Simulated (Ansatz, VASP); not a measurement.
**One calculation of PbS, two programs**

```
CELL_PARAMETERS angstrom
2.03625 -3.52703 0.00000
2.03625 3.52703 0.00000
0.00000 0.00000 7.31205
ATOMIC_POSITIONS crystal
Pb 0.99999 0.00001 0.47706
Pb 0.00001 0.99999 0.97706
S 0.66667 0.33333 0.70214
S 0.33333 0.66667 0.20214
```

Alike in both runs: functional PBEsol; k mesh 5 × 5 × 3; no spin polarisation.

Ansatz relaxed the structure, and its values are those at the end. VASP's run is a single point on that final structure, the one shown.

|  | VASP | Ansatz |
| --- | --- | --- |
| version | VASP 6.6.1 | Ansatz 0.2.0 |
| potentials or method | VASP PAW PBE potentials, release 64 (Pb_d, S) | plane waves, PAW |
| plane-wave cutoff (eV) | 500 | 420 |
| occupations | gaussian, width 0.01 eV | fixed |
| valence electrons in the cell | 40 | 40 |

|  | VASP | Ansatz | Ansatz less VASP |
| --- | --- | --- | --- |
| pressure (GPa) | -0.1 | 0.0 | +0.04 |

VASP's potentials were made for PBE, not for PBEsol.

Neither program's run includes spin-orbit coupling.
